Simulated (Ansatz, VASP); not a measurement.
## AlN in VASP and in Ansatz

The input INCAR:

```
SYSTEM = AlN
PREC = Accurate
ENCUT = 520
EDIFF = 1E-7
ISMEAR = -1
SIGMA = 0.02
LREAL = .False.
LASPH = .True.
NELM = 60
ALGO = Normal
ISIF = 2
LWAVE = .False.
LCHARG = .False.
GGA = PE
NBANDS = 11
```

The input KPOINTS:

```
Automatic mesh
0
Gamma
  10 10 10
  0 0 0
```

File POSCAR:

```
AlN
1.0
    0.0000000000      2.1350612384      2.1848764208
    2.1350612384      0.0000000000      2.1848764208
    2.1350612384      2.1350612384      0.0000000000
Al N
1 1
Direct
    0.0000000000      0.0000000000      0.0000000000
    0.2500000000      0.2500000000      0.2500000000
```

Input for Ansatz:

```yaml
crystal:
  lattice:
    - [0.0, 2.1350612384, 2.1848764208]
    - [2.1350612384, 0.0, 2.1848764208]
    - [2.1350612384, 2.1350612384, 0.0]
  atoms:
    - { symbol: Al, position: [0.0, 0.0, 0.0] }
    - { symbol: "N", position: [0.25, 0.25, 0.25] }
kpoints:
  mp_grid: { grid: [10, 10, 10] }
  band_path:
    path:
      - [0.0, 0.0, 0.0]
      - [-0.5, -0.5, 0.0]
      - [-0.375, -0.375, 0.25]
      - [-0.375, 0.0, 0.375]
      - [0.0, 0.0, 0.5]
      - [-0.5, -0.25, 0.25]
    npoints: 1
hamiltonian:
  xc: pbe
scf:
  occupations: { method: fermi_dirac, width: 0.02 }
  n_extra_bands: 4
output:
  forces: true
  stress: true
  eigenvalues: true
```

Change from the starting cell: biaxial_xy strain -2.3%.

Alike in both runs: task single point; functional PBE; k mesh 10 × 10 × 10; occupations fermi-dirac, width 0.02 eV; no spin polarisation.

```csv
,VASP,Ansatz
version,VASP 6.6.1,Ansatz 0.2.0
potentials or method,"VASP PAW PBE potentials, release 64 (Al, N)","plane waves, PAW"
plane-wave cutoff (eV),520,420
valence electrons in the cell,8,8
```

VASP gave:

| Item | Value |
| --- | --- |
| gap on the k mesh at the Fermi level (eV) | 3.27 |
| pressure (GPa) | 14.9 |
| traceless stress, the component that is largest in VASP (GPa) | -2.09 |

Task: Estimate Ansatz's values.

Result: gap on the k mesh at the Fermi level (eV): 3.28; pressure (GPa): 15.2; traceless stress, the component that is largest in VASP (GPa): -2.08.

The functional is the same, so the differences come from potentials, cutoffs and numerics.
